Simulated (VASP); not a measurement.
# Sb (Im-3m) in VASP: a series of runs

Sb is run at these levels: PBE-based screened hybrid with 25 % exact exchange; tasks: single point.

All numbers are computed with VASP 6.6.1; they aren't measurements. Logs are shortened: lines on timing, memory, paths and dates and some standing lists are left out, and cuts for length are marked.

## (1) The cell of the first run

Symmetry: Im-3m, No. 229, cubic system. Conventional cell: a = 3.743 Å, b = 3.743 Å, c = 3.743 Å, α = 90.00°, β = 90.00°, γ = 90.00°. Within 4.3 Å of Sb (site symmetry m-3m) lie 14 Sb at 3.24 to 3.74 Å.

This isn't the form of Sb at room conditions, which is rhombohedral.

## (2) Single point, PBE-based screened hybrid with 25 % exact exchange

Contents of POSCAR:

```
Sb
1.0
   -1.8713408863      1.8713408863      1.8713408863
    1.8713408863     -1.8713408863      1.8713408863
    1.8713408863      1.8713408863     -1.8713408863
Sb
1
Direct
    0.0000000000      0.0000000000      0.0000000000
```

Contents of INCAR.step1:

```
ALGO = Normal ; EDIFF = 1E-5
ENCUT = 520 ; GGA = PE
ISIF = 2 ; ISMEAR = -1
LASPH = True ; LCHARG = False
LREAL = False ; LWAVE = True
NBANDS = 8 ; NELM = 60
PREC = Accurate ; SIGMA = 0.05
```

Contents of INCAR.step2:

```
AEXX = 0.25 ; ALGO = Normal
EDIFF = 1E-6 ; ENCUT = 520
GGA = PE ; HFSCREEN = 0.2
ISIF = 2 ; ISMEAR = -1
ISTART = 1 ; LASPH = True
LCHARG = False ; LHFCALC = True
LREAL = False ; LWAVE = False
NBANDS = 8 ; NELM = 60
PREC = Accurate ; PRECFOCK = Normal
SIGMA = 0.05
```

Contents of KPOINTS:

```
k-points
0
Gamma
  5 5 5
```

Potentials or basis: VASP PAW PBE potentials, release 64 (Sb).

Started as:

```sh
cat potpaw_PBE.64/Sb/POTCAR > POTCAR
cp INCAR.step1 INCAR
mpirun -np 1 vasp_std > vasp.out
cp INCAR.step2 INCAR
mpirun -np 1 vasp_std > vasp.out
```

OUTCAR:

```text
AEXX = 0.25
   EDIFF = 1E-6
   ENCUT = 520
   GGA = PE
   HFSCREEN = 0.2
   ISIF = 2
   ISMEAR = -1
   ISTART = 1
   LASPH = True
   LHFCALC = True
   LREAL = False
   NELM = 60
   PREC = Accurate
   PRECFOCK = Normal

 ion  position               nearest neighbor table
   1  0.000  0.000  0.000-

  LATTYP: Found a body centered cubic cell.
 ALAT       =     3.7426817726

  Lattice vectors:

 A1 = (  -1.8713408863,   1.8713408863,   1.8713408863)
 A2 = (   1.8713408863,  -1.8713408863,   1.8713408863)
 A3 = (   1.8713408863,   1.8713408863,  -1.8713408863)

Analysis of symmetry for initial positions (statically):
=====================================================================
 Subroutine PRICEL returns:
 Original cell was already a primitive cell.

 Routine SETGRP: Setting up the symmetry group for a
 body centered cubic supercell.

 Subroutine GETGRP returns: Found 48 space group operations
 (whereof 48 operations were pure point group operations)
 out of a pool of 48 trial point group operations.

The static configuration has the point symmetry O_h .

Analysis of symmetry for dynamics (positions and initial velocities):
=====================================================================
 Subroutine PRICEL returns:
 Original cell was already a primitive cell.

 Routine SETGRP: Setting up the symmetry group for a
 body centered cubic supercell.

 Subroutine GETGRP returns: Found 48 space group operations
 (whereof 48 operations were pure point group operations)
 out of a pool of 48 trial point group operations.

The dynamic configuration has the point symmetry O_h .

 Subroutine INISYM returns: Found 48 space group operations
 (whereof 48 operations are pure point group operations),
 and found     1 'primitive' translations

----------------------------------------------------------------------------------------

                                     Primitive cell

  volume of cell :      26.2131

  direct lattice vectors                    reciprocal lattice vectors
    -1.871340886  1.871340886  1.871340886     0.000000000  0.267188092  0.267188092
     1.871340886 -1.871340886  1.871340886     0.267188092  0.000000000  0.267188092
     1.871340886  1.871340886 -1.871340886     0.267188092  0.267188092  0.000000000

  length of vectors
     3.241257493  3.241257493  3.241257493     0.377861023  0.377861023  0.377861023

  position of ions in fractional coordinates (direct lattice)
     0.000000000  0.000000000  0.000000000

  ion indices of the primitive-cell ions
   primitive index   ion index
                 1           1

----------------------------------------------------------------------------------------

 KPOINTS: k-points

Automatic generation of k-mesh.
 Grid dimensions read from file:
 generate k-points for:    5    5    5

 Generating k-lattice:

  Cartesian coordinates                     Fractional coordinates (reciprocal lattice)
     0.000000000  0.053437618  0.053437618     0.200000000  0.000000000  0.000000000
     0.053437618  0.000000000  0.053437618     0.000000000  0.200000000  0.000000000
     0.053437618  0.053437618  0.000000000     0.000000000  0.000000000  0.200000000

  Length of vectors
     0.075572205  0.075572205  0.075572205

  Shift w.r.t. Gamma in fractional coordinates (k-lattice)
     0.000000000  0.000000000  0.000000000

 Subroutine IBZKPT returns following result:
 ===========================================

 Found     10 irreducible k-points:

 Following reciprocal coordinates:
            Coordinates               Weight
  0.000000  0.000000  0.000000      1.000000
  0.200000  0.000000  0.000000     12.000000
  0.400000  0.000000  0.000000     12.000000
  0.200000  0.200000  0.000000     24.000000
  0.400000  0.200000  0.000000     24.000000
  0.200000  0.200000  0.200000      8.000000
 -0.200000  0.200000  0.200000      6.000000
 -0.400000  0.400000  0.200000     24.000000
 -0.400000 -0.400000  0.200000      8.000000
 -0.400000  0.400000  0.400000      6.000000
   k-points           NKPTS =     10   k-points in BZ     NKDIM =    125   number of bands    NBANDS=      8
   number of dos      NEDOS =    301   number of ions     NIONS =      1
   total plane-waves  NPLWV =  13824
   dimension x,y,z NGX =    24 NGY =   24 NGZ =   24
   dimension x,y,z NGXF=    48 NGYF=   48 NGZF=   48
   ions per type =               1
   NGX,Y,Z   is equivalent  to a cutoff of  12.31, 12.31, 12.31 a.u.
   NGXF,Y,Z  is equivalent  to a cutoff of  24.62, 24.62, 24.62 a.u.
 SYSTEM =  unknown system
   PREC   = accura    normal or accurate (medium, high low for compatibility)
   ISTART =      1    job   : 0-new  1-cont  2-samecut
   ICHARG =      0    charge: 1-file 2-atom 10-const
   ISPIN  =      1    spin polarized calculation?
   LNONCOLLINEAR =      F non collinear calculations
   LSORBIT =      F    spin-orbit coupling
   LASPH  =      T    aspherical Exc in radial PAW
   ENCUT  =  520.0 eV  38.22 Ry    6.18 a.u.   6.03  6.03  6.03*2*pi/ulx,y,z
   NELM   =     60;   NELMIN=  2; NELMDL=  0     # of ELM steps
   EDIFF  = 0.1E-05   stopping-criterion for ELM
   LREAL  =      F    real-space projection
   EDIFFG = 0.1E-04   stopping-criterion for IOM
   NSW    =      0    number of steps for IOM
   IBRION =     -1    ionic relax: 0-MD 1-quasi-New 2-CG
   NFREE  =      0    steps in history (QN), initial steepest desc. (CG)
   ISIF   =      2    stress and relaxation
   ISYM   =      3    0-nonsym 1-usesym 2-fastsym
   POTIM  = 0.5000    time-step for ionic-motion
   TEBEG  =    0.0;   TEEND  =   0.0 temperature during run
   PSTRESS=    0.0 pullay stress
   NELECT =       5.0000    total number of electrons
   NUPDOWN=      -1.0000    fix difference up-down
   EMIN   =  10.00;   EMAX   =-10.00  energy-range for DOS
   EFERMI =   0.00;   METHOD = LEGACY
   ISMEAR =    -1;   SIGMA  =   0.05  broadening in eV -4-tet -1-fermi 0-gaus
   EFERMI_NEDOS =   21; number of points for ismear=-14 and -15
   IALGO  =     38    algorithm
   IMIX   =      1    mixing-type and parameters
     AMIX     =   0.40;   BMIX     =  1.00
     AMIX_MAG =   1.60;   BMIX_MAG =  1.00
  volume/ion in A,a.u.               =      26.21       176.89
  Fermi-wavevector in a.u.,A,eV,Ry     =   0.942378  1.780837 12.083018  0.888077
  Thomas-Fermi vector in A             =   2.069982
   LORBIT       =      0    0 simple, 1 ext, 2 COOP (PROOUT), +10 PAW based schemes
   GGA     = PE    functional components
   LHFCALC =     T    Hartree Fock is set to
   PRECFOCK=normal    Normal, Fast or Accurate (Low or Medium for compatibility)
   ENCUT4O =  -1.0   cutoff for four orbital integrals eV
   NKREDX  =     1    reduce k-point grid by
   NKREDY  =     1    reduce k-point grid by
   NKREDZ  =     1    reduce k-point grid by
   AEXX    =    0.2500 exact exchange contribution
   HFSCREEN=    0.2000 screening length (either q_TF or 0.3 A-1)
   HFSCREENC=   0.2000 screening length for correlation (either q_TF or 0.3 A-1)
   ENCUTFOCK=  -1.0 apply spherical cutoff to Coloumb kernel
   IVDW    =     0    specifies the selected vdW correction
   LEPSILON=     F    determine dielectric tensor
   LRPA    =     F    only Hartree local field effects (RPA)
 non-spin polarized calculation
  energy-cutoff  :      520.00
  volume of cell :       26.21
 maximum number of plane-waves:       713
  NGX = 20; NGY = 20; NGZ = 20

 number of electron       4.9999999 magnetization

 Free energy of the ion-electron system (eV)
  ---------------------------------------------------
  ext. energy  EPLUGINS =         0.00000000
  ---------------------------------------------------
  free energy    TOTEN  =        -4.74977594 eV

  energy without entropy =       -4.72344413  energy(sigma->0) =       -4.73661003

 E-fermi :   8.7681     XC(G=0):  -8.5749

 val. band max:        7.0209714798   @ k =   0.2000   0.2000   0.2000
 cond. band min:       8.7722761616   @ k =  -0.4000   0.4000   0.2000
 fundamental gap:      1.7513046819
 Fermi energy:         8.7681259561

 k-point     1 :       0.0000    0.0000    0.0000
  band No.  band energies     occupation
      1      -5.9204      2.00000
      2      15.1072      0.00000
      3      15.1072      0.00000
      4      15.1072      0.00000
      5      19.9725      0.00000
      6      19.9725      0.00000
      7      19.9725      0.00000
      8      21.4774      0.00000

 k-point     2 :       0.2000    0.0000    0.0000
  band No.  band energies     occupation
      1      -4.9783      2.00000
      2      10.0536      0.00000
      3      12.9441      0.00000
      4      14.3408      0.00000
      5      17.5192      0.00000
      6      17.7285      0.00000
      7      20.6773      0.00000
      8      21.5639      0.00000

 k-point     3 :       0.4000    0.0000    0.0000
  band No.  band energies     occupation
      1      -2.2982      2.00000
      2       3.6926      2.00000
      3      10.9181      0.00000
      4      13.2180      0.00000
      5      15.9284      0.00000
      6      16.2903      0.00000
      7      22.5909      0.00000
      8      23.5155      0.00000

 k-point     4 :       0.2000    0.2000    0.0000
  band No.  band energies     occupation
      1      -3.1391      2.00000
      2       6.4333      2.00000
      3       8.7850      0.83314
      4      12.4085      0.00000
      5      17.6855      0.00000
      6      18.7644      0.00000
      7      21.7650      0.00000
      8      22.7358      0.00000

 k-point     5 :       0.4000    0.2000    0.0000
  band No.  band energies     occupation
      1      -0.6774      2.00000
      2       2.8670      2.00000
      3       6.9821      2.00000
      4      11.6479      0.00000
      5      17.3916      0.00000
      6      20.3074      0.00000
      7      22.0463      0.00000
      8      22.2384      0.00000

 k-point     6 :       0.2000    0.2000    0.2000
  band No.  band energies     occupation
      1      -0.8412      2.00000
      2       4.3849      2.00000
      3       7.0210      2.00000
      4       7.0210      2.00000
      5      22.7711      0.00000
      6      22.7711      0.00000
      7      24.5369      0.00000
      8      24.5369      0.00000

 k-point     7 :      -0.2000    0.2000    0.2000
  band No.  band energies     occupation
      1      -4.0405      2.00000
      2      10.0955      0.00000
      3      10.7656      0.00000
      4      10.7656      0.00000
      5      15.5003      0.00000
      6      20.8828      0.00000
      7      20.8828      0.00000
      8      21.1666      0.00000

 k-point     8 :      -0.4000    0.4000    0.2000
  band No.  band energies     occupation
      1      -1.3977      2.00000
      2       4.5797      2.00000
      3       8.7723      0.95852
      4      10.4198      0.00000
      5      15.7160      0.00000
      6      19.6015      0.00000
      7      19.6191      0.00000
      8      21.0257      0.00000

 k-point     9 :      -0.4000   -0.4000    0.2000
  band No.  band energies     occupation
      1       0.5294      2.00000
      2       4.7266      2.00000
      3       4.7266      2.00000
      4      11.2670      0.00000
      5      15.8610      0.00000
      6      15.8610      0.00000
      7      19.3845      0.00000
      8      25.9488      0.00000

 k-point    10 :      -0.4000    0.4000    0.4000
  band No.  band energies     occupation
      1       1.0540      2.00000
      2       6.5127      2.00000
      3       6.7796      2.00000
      4       6.7796      2.00000
      5      12.3200      0.00000
      6      14.5206      0.00000
      7      24.7703      0.00000
      8      25.3782      0.00000

------------------------ aborting loop because EDIFF is reached ----------------------------------------

  FORCE on cell =-STRESS in cart. coord.  units (eV):
  Direction    XX          YY          ZZ          XY          YZ          ZX
  --------------------------------------------------------------------------------------
  -------------------------------------------------------------------------------------
  Total       -0.3196512     -0.3196512     -0.3196512      0.0000000     -0.0000000      0.0000000
  in kB      -19.5374630    -19.5374630    -19.5374630      0.0000000     -0.0000000      0.0000000
  external PRESSURE =     -19.5374630 kB  Pullay stress =       0.0000000 kB

 VOLUME and BASIS-vectors are now :
 -----------------------------------------------------------------------------
  energy-cutoff  :      520.00
  volume of cell :       26.21
      direct lattice vectors                 reciprocal lattice vectors
    -1.871340886  1.871340886  1.871340886     0.000000000  0.267188092  0.267188092
     1.871340886 -1.871340886  1.871340886     0.267188092  0.000000000  0.267188092
     1.871340886  1.871340886 -1.871340886     0.267188092  0.267188092  0.000000000

 POSITION                                       TOTAL-FORCE (eV/Angst)
 -----------------------------------------------------------------------------------
      0.00000      0.00000      0.00000         0.000000      0.000000      0.000000
 -----------------------------------------------------------------------------------
    total drift:                                0.000002     -0.000002     -0.000001

  FREE ENERGIE OF THE ION-ELECTRON SYSTEM (eV)
  ---------------------------------------------------
  free  energy   TOTEN  =        -4.7497759377 eV

  energy  without entropy=       -4.7234441312  energy(sigma->0) =       -4.73661003
```

Run time: 3.6 min. Hardware: 1 thread of Intel Xeon 8259CL, shared host; peak memory 0.24 GiB.

What came out:

| Quantity | Value |
| --- | --- |
| Free energy | -4.7498 eV |
| Pressure | -2.0 GPa |
| Band gap on the k mesh | zero (an odd number of electrons rules out a gap without spin polarisation) |

Caveat: the k points lie up to 0.47 Å⁻¹ apart, too coarse for converged energies and pressures of a metal; the PAW data sets were made with another functional, which shifts forces and pressure a little; spin-orbit coupling is left out, which moves the levels of the heavy elements.

## (3) Single point, PBE-based screened hybrid with 25 % exact exchange

POSCAR is that of step 2.

Contents of INCAR.step1:

```
SYSTEM = Sb
  PREC = Accurate
  ENCUT = 520
  EDIFF = 1E-5
  ISMEAR = -1
  SIGMA = 0.05
  LREAL = .FALSE.
  LASPH = .TRUE.
  NELM = 80
  ALGO = Normal
  ISIF = 2
  LWAVE = .TRUE.
  LCHARG = .FALSE.
  NBANDS = 8
  GGA = PE
```

Contents of INCAR.step2:

```
SYSTEM = Sb
  PREC = Accurate
  ENCUT = 520
  EDIFF = 1E-6
  ISMEAR = -1
  SIGMA = 0.05
  LREAL = .FALSE.
  LASPH = .TRUE.
  NELM = 80
  ALGO = Normal
  ISIF = 2
  LWAVE = .FALSE.
  LCHARG = .FALSE.
  GGA = PE
  LHFCALC = .TRUE.
  AEXX = 0.25
  HFSCREEN = 0.3
  PRECFOCK = Normal
  NBANDS = 8
  ISTART = 1
```

Contents of KPOINTS:

```
regular mesh
0
G
  5 5 5
  0 0 0
```

Potentials or basis: VASP PAW PBE potentials, release 64 (Sb).

Started as:

```sh
cat potpaw_PBE.64/Sb/POTCAR > POTCAR
cp INCAR.step1 INCAR
mpirun -np 1 vasp_std > vasp.out
cp INCAR.step2 INCAR
mpirun -np 1 vasp_std > vasp.out
```

It took 3.7 min on 1 thread of Intel Xeon 8259CL, shared host; peak memory 0.24 GiB.

Results (log left out):

```
Free energy            : -4.5654 eV
Pressure               : -1.6 GPa
Band gap on the k mesh : zero (an odd number of electrons rules out a gap without spin polarisation)
```

Levels at points of the mesh, in eV from the Fermi level:
```
           k point  band 1  band 2  band 3  band 4  band 5  band 6
(0.00, 0.00, 0.00)  -14.47    6.17    6.17    6.17   11.05   11.05
```

Caveat: the k points lie up to 0.47 Å⁻¹ apart, too coarse for converged energies and pressures of a metal; the PAW data sets were made with another functional, which shifts forces and pressure a little; spin-orbit coupling is left out, which moves the levels of the heavy elements.

## (4) Single point, PBE-based screened hybrid with 25 % exact exchange

POSCAR is that of step 3.

Contents of INCAR.step1:

```
  PREC = Accurate
  ENCUT = 520
  EDIFF = 1E-5
  ISMEAR = -1
  SIGMA = 0.05
  LREAL = F
  LASPH = T
  NELM = 80
  ALGO = Normal
  ISIF = 2
  LWAVE = T
  LCHARG = F
  GGA = PE
  NBANDS = 8
```

Contents of INCAR.step2:

```
  PREC = Accurate
  ENCUT = 520
  EDIFF = 1E-7
  ISMEAR = -1
  SIGMA = 0.05
  LREAL = F
  LASPH = T
  NELM = 80
  ALGO = Normal
  ISIF = 2
  LWAVE = F
  LCHARG = F
  GGA = PE
  LHFCALC = T
  AEXX = 0.25
  HFSCREEN = 0.4
  PRECFOCK = Normal
  ISTART = 1
  NBANDS = 8
```

Contents of KPOINTS:

```
regular mesh
0
Gamma
  5 5 5
```

Started as:

```sh
cat potpaw_PBE.64/Sb/POTCAR > POTCAR
cp INCAR.step1 INCAR
mpirun -np 1 vasp_std > vasp.out
cp INCAR.step2 INCAR
mpirun -np 1 vasp_std > vasp.out
```

Wall time 4.1 min (1 thread of Intel Xeon 8259CL, shared host); peak memory 0.25 GiB.

It converged, with:

- Free energy: -4.4194 eV
- Pressure: -1.2 GPa
- Band gap on the k mesh: zero (an odd number of electrons rules out a gap without spin polarisation)

Levels at points of the mesh, in eV from the Fermi level:
```tsv
k point	band 1	band 2	band 3	band 4	band 5	band 6	band 7
(0.00, 0.00, 0.00)	-14.25	6.05	6.05	6.05	10.92	10.92	10.92
```

Caveat: the k points lie up to 0.47 Å⁻¹ apart, too coarse for converged energies and pressures of a metal; the PAW data sets were made with another functional, which shifts forces and pressure a little; spin-orbit coupling is left out, which moves the levels of the heavy elements.

(Part 1 of 2 ends here.)
